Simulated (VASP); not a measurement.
# PdI in VASP: a series of runs, part 4 of 4

VASP 6.6.1. The steps go on from the part before.

### Step 6. Relaxation of cell and atoms, PBE

This run uses another cell than the first one, of 23.06 Å³/atom, 0.791 times its volume.

INCAR reads:

```
SYSTEM = PdI
PREC     = Accurate       ! precision mode
ENCUT    = 500            ! plane-wave cutoff, eV
EDIFF    = 1E-7           ! SCF threshold, eV
ISMEAR   = 0              ! smearing method
SIGMA    = 0.1            ! smearing width, eV
LREAL    = .False.        ! projectors in reciprocal space
LASPH    = .True.         ! aspherical terms in the spheres
NELM     = 120            ! most SCF steps
ALGO     = Normal         ! electronic algorithm
ISIF     = 3              ! what is computed and relaxed
LWAVE    = .False.        ! write WAVECAR
LCHARG   = .False.        ! write CHGCAR
GGA      = PE             ! functional
IBRION   = 2              ! ionic algorithm
NSW      = 90             ! ionic steps
EDIFFG   = -0.04          ! ionic threshold
GGA_COMPAT= .False.      
NELMIN   = 4
```

KPOINTS reads:

```
regular mesh
0
Gamma
  6 6 6
  0 0 0
```

POSCAR reads:

```
PdI
1.0
    3.5861573189      0.0000000000      0.0000000000
    0.0000000000      3.5861573189      0.0000000000
    0.0000000000      0.0000000000      3.5861573189
Pd I
1 1
Direct
    0.0000000000      0.0000000000      0.0000000000
    0.5000000000      0.5000000000      0.5000000000
```

Potentials or basis: VASP PAW PBE potentials, release 64 (Pd, I).

On the command line:

```sh
cat potpaw_PBE.64/Pd/POTCAR potpaw_PBE.64/I/POTCAR > POTCAR
mpirun -np 1 vasp_std > vasp.out
```

OUTCAR:

```text
SYSTEM = PdI
   PREC = Accurate
   ENCUT = 500
   EDIFF = 1E-7
   ISMEAR = 0
   LREAL = .False.
   LASPH = .True.
   NELM = 120
   ISIF = 3
   GGA = PE
   IBRION = 2
   NSW = 90
   EDIFFG = -0.04
   NELMIN = 4

 ion  position               nearest neighbor table
   1  0.000  0.000  0.000-   2 3.11   2 3.11   2 3.11   2 3.11   2 3.11   2 3.11   2 3.11   2 3.11

   2  0.500  0.500  0.500-   1 3.11   1 3.11   1 3.11   1 3.11   1 3.11   1 3.11   1 3.11   1 3.11

  LATTYP: Found a simple cubic cell.
 ALAT       =     3.5861573189

  Lattice vectors:

 A1 = (   3.5861573189,   0.0000000000,   0.0000000000)
 A2 = (   0.0000000000,   3.5861573189,   0.0000000000)
 A3 = (   0.0000000000,   0.0000000000,   3.5861573189)

Analysis of symmetry for initial positions (statically):
=====================================================================
 Subroutine PRICEL returns:
 Original cell was already a primitive cell.

 Routine SETGRP: Setting up the symmetry group for a
 simple cubic supercell.

 Subroutine GETGRP returns: Found 48 space group operations
 (whereof 48 operations were pure point group operations)
 out of a pool of 48 trial point group operations.

The static configuration has the point symmetry O_h .

Analysis of symmetry for dynamics (positions and initial velocities):
=====================================================================
 Subroutine PRICEL returns:
 Original cell was already a primitive cell.

 Routine SETGRP: Setting up the symmetry group for a
 simple cubic supercell.

 Subroutine GETGRP returns: Found 48 space group operations
 (whereof 48 operations were pure point group operations)
 out of a pool of 48 trial point group operations.

The dynamic configuration has the point symmetry O_h .

[... 169 lines left out ...]
    total drift:                               -0.000000      0.000000      0.000000

  FREE ENERGIE OF THE ION-ELECTRON SYSTEM (eV)
  ---------------------------------------------------
  free  energy   TOTEN  =        -6.0198682038 eV

  energy  without entropy=       -6.0063667204  energy(sigma->0) =       -6.01311746

--------------------------------------- Ionic step        2  -------------------------------------------

 number of electron      16.9999997 magnetization

 Free energy of the ion-electron system (eV)
  ---------------------------------------------------
  ext. energy  EPLUGINS =         0.00000000
  ---------------------------------------------------
  free energy    TOTEN  =        -6.02082309 eV

  energy without entropy =       -6.00795658  energy(sigma->0) =       -6.01438983

 E-fermi :   8.1551     XC(G=0): -10.9152

 val. band max:        8.0919639405   @ k =   0.3333   0.3333   0.0000
 cond. band min:       8.2163803929   @ k =   0.5000   0.3333   0.1667
 fundamental gap:      0.1244164525
 Fermi energy:         8.1550601230

 k-point     1 :       0.0000    0.0000    0.0000
  band No.  band energies     occupation
      1      -6.5666      2.00000
      2       5.3107      2.00000
      3       5.3107      2.00000
      4       6.1252      2.00000
      5       6.1252      2.00000
      6       6.1252      2.00000
      7       6.4314      2.00000
      8       6.4314      2.00000
      9       6.4314      2.00000
     10       8.9131      0.00000
     11      14.3884      0.00000
     12      14.3884      0.00000
[... 271 lines left out ...]
 k-point    20 :       0.5000    0.5000    0.5000
  band No.  band energies     occupation
      1      -4.2802      2.00000
      2       2.5607      2.00000
      3       2.5607      2.00000
      4       2.5607      2.00000
      5       6.9460      2.00000
      6       6.9460      2.00000
      7       8.3070      0.03162
      8       8.3070      0.03162
      9       8.3070      0.03162
     10      10.1846      0.00000
     11      10.1846      0.00000
     12      10.1846      0.00000

------------------------ aborting loop because EDIFF is reached ----------------------------------------

  FORCE on cell =-STRESS in cart. coord.  units (eV):
  Direction    XX          YY          ZZ          XY          YZ          ZX
  --------------------------------------------------------------------------------------
  -------------------------------------------------------------------------------------
  Total        0.0514183      0.0514183      0.0514183     -0.0000000      0.0000000     -0.0000000
  in kB        1.8107376      1.8107376      1.8107376     -0.0000000      0.0000000     -0.0000000
  external PRESSURE =       1.8107376 kB  Pullay stress =       0.0000000 kB

 VOLUME and BASIS-vectors are now :
 -----------------------------------------------------------------------------
  energy-cutoff  :      500.00
  volume of cell :       45.50
      direct lattice vectors                 reciprocal lattice vectors
     3.569913415  0.000000000  0.000000000     0.280118839 -0.000000000 -0.000000000
     0.000000000  3.569913415 -0.000000000    -0.000000000  0.280118839 -0.000000000
     0.000000000  0.000000000  3.569913415    -0.000000000  0.000000000  0.280118839

 POSITION                                       TOTAL-FORCE (eV/Angst)
 -----------------------------------------------------------------------------------
      0.00000      0.00000      0.00000        -0.000000     -0.000000      0.000000
      1.78496      1.78496      1.78496         0.000000      0.000000      0.000000
 -----------------------------------------------------------------------------------
    total drift:                               -0.000000      0.000000      0.000000

  FREE ENERGIE OF THE ION-ELECTRON SYSTEM (eV)
  ---------------------------------------------------
  free  energy   TOTEN  =        -6.0208230924 eV

  energy  without entropy=       -6.0079565756  energy(sigma->0) =       -6.01438983

 reached required accuracy - stopping structural energy minimisation
```

OSZICAR:

```text
N       E                     dE             d eps       ncg     rms          rms(c)
DAV:   1     0.868838548442E+02    0.86884E+02   -0.71366E+03   480   0.116E+03
DAV:   2    -0.253535168068E+01   -0.89419E+02   -0.82407E+02   536   0.229E+02
DAV:   3    -0.601442458328E+01   -0.34791E+01   -0.34320E+01   564   0.473E+01
[... 20 lines left out ...]
DAV:   4    -0.602081247258E+01    0.74443E-03   -0.42436E-03   492   0.464E-01    0.206E-01
DAV:   5    -0.602081483733E+01   -0.23647E-05   -0.61532E-05   560   0.755E-02    0.188E-01
DAV:   6    -0.602082375538E+01   -0.89180E-05   -0.30149E-05   496   0.490E-02    0.274E-02
DAV:   7    -0.602082314498E+01    0.61040E-06   -0.14057E-06   524   0.141E-02    0.156E-02
DAV:   8    -0.602082309243E+01    0.52548E-07   -0.62767E-07   496   0.552E-03
   2 F= -.60208231E+01 E0= -.60143898E+01  d E =-.954889E-03
```

Run time: 29 s. Hardware: 1 thread of Intel Xeon 8259CL, shared host; peak memory 0.17 GiB.

What came out:

* Free energy: -6.0208 eV
* Relaxed volume: 22.75 Å³/atom
* Relaxed cell: a = 3.570 Å, b = 3.570 Å, c = 3.570 Å, α = 90.00°, β = 90.00°, γ = 90.00°
* Space group after relaxing (to 0.05 Å): Pm-3m (No. 221)
* Energy gained by relaxing: 0.5 meV/atom
* Ionic steps: 2
* Pressure after relaxing: 0.2 GPa

Step by step:
```tsv
step	energy change (eV)	largest force (eV/Å)	pressure (GPa)	volume (Å³)
1	0.0000	0.0000	-0.65	46.12
2	-0.0010	0.0000	0.18	45.50
```

Final structure:
```xyz
2
Lattice="3.5699 0.0000 0.0000 0.0000 3.5699 0.0000 0.0000 0.0000 3.5699" Properties=species:S:1:pos:R:3 pbc="T T T"
Pd    0.0000    0.0000    0.0000
I     1.7850    1.7850    1.7850
```

Caveat: spin-orbit coupling is left out, which moves the levels of the heavy elements; an odd number of electrons without spin polarisation forces a metal; a magnetic or distorted state may lie lower.

### Step 7. The runs side by side

| task | cell | k mesh | gap on the mesh (eV) | pressure (GPa) | relaxed volume (Å³/atom) |
| --- | --- | --- | --- | --- | --- |
| single point | a = 3.877 Å, 2 atoms | 6 × 6 × 6 | none | -7.5 | - |
| single point | a = 3.585, b = 3.585, c = 3.548 Å, 2 atoms | 6 × 6 × 4 | none | 0.1 | - |
| relaxation of cell and atoms | relaxed from a = 3.877 Å, 2 atoms | 4 × 4 × 4 | none | -0.1 | 22.96 |
| relaxation of cell and atoms | relaxed from a = 3.573 Å, 2 atoms | 6 × 6 × 6 | none | 0.1 | - |
| relaxation of cell and atoms | relaxed from a = 3.586 Å, 2 atoms | 6 × 6 × 6 | none | 0.2 | 22.75 |

Alike in all rows: level PBE; potentials or basis VASP PAW PBE potentials, release 64 (Pd, I); no spin polarisation; cutoff (eV) 500; smearing gaussian 0.1 eV.

Caveats: some runs use coarse meshes; spin-orbit coupling is left out, which moves the levels of the heavy elements; an odd number of electrons without spin polarisation forces a metal; a magnetic or distorted state may lie lower; the volume moved by over 15 % at a fixed basis, so the end points are rough (some runs); the relaxation stopped at its first step, so nothing moved (some runs).

Total energies depend on the potentials used, so only differences within one code and one set of settings carry meaning.
